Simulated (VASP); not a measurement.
Here is a VASP 6.6.1 calculation.

Contents of INCAR:

```
SYSTEM = In2BAs3
ALGO = Normal ; EDIFF = 1E-6
ENCUT = 520 ; GGA = PE
ISIF = 2 ; ISMEAR = 0
LASPH = .TRUE. ; LCHARG = .TRUE.
LELF = .TRUE. ; LREAL = .FALSE.
LVHAR = .TRUE. ; LWAVE = .FALSE.
NBANDS = 31 ; NELM = 80
PREC = Accurate ; SIGMA = 0.1
```

Contents of KPOINTS:

```
k-points
0
G
  4 4 4
  0 0 0
```

POSCAR

```
In2BAs3
1.0
   -2.8598039900      2.8598039900      4.1892688500
    2.8598039900     -2.8598039900      4.1892688500
    2.8598039900      2.8598039900     -4.1892688500
In B As
2 1 3
Direct
    0.5000000000      0.0000000000      0.5000000000
    0.0000000000      0.5000000000      0.5000000000
    0.5000000000      0.5000000000      0.0000000000
    0.7517180200      0.7517180200      0.0000000000
    0.2482819800      0.2482819800      0.0000000000
    0.0000000000      0.0000000000      0.0000000000
```

Potentials or basis: VASP PAW PBE potentials, release 64 (In_d, B, As).

Command:

```sh
$ cat potpaw_PBE.64/In_d/POTCAR potpaw_PBE.64/B/POTCAR potpaw_PBE.64/As/POTCAR > POTCAR
$ mpirun -np 1 vasp_std > vasp.out
```

**Question.** What does it give for the band gap on the k mesh?

**Answer.** Zero (band 22 reaches 5.64 eV, above the bottom of band 23 at 2.91 eV).

**Question.** What does it give for the largest force?

**Answer.** 7.390 eV/Å.

**Question.** Estimate the pressure.

**Answer.** 10.9 GPa.

Stress tensor (GPa, compression positive):
```
 0.87  0.00  0.00
 0.00  0.87  0.00
 0.00  0.00 30.99
```

Caveat: the k points lie up to 0.39 Å⁻¹ apart; spin-orbit coupling is left out, which moves the levels of the heavy elements; forces of over 1 eV/Å act on the atoms, so gaps and moduli don't describe the material at rest.
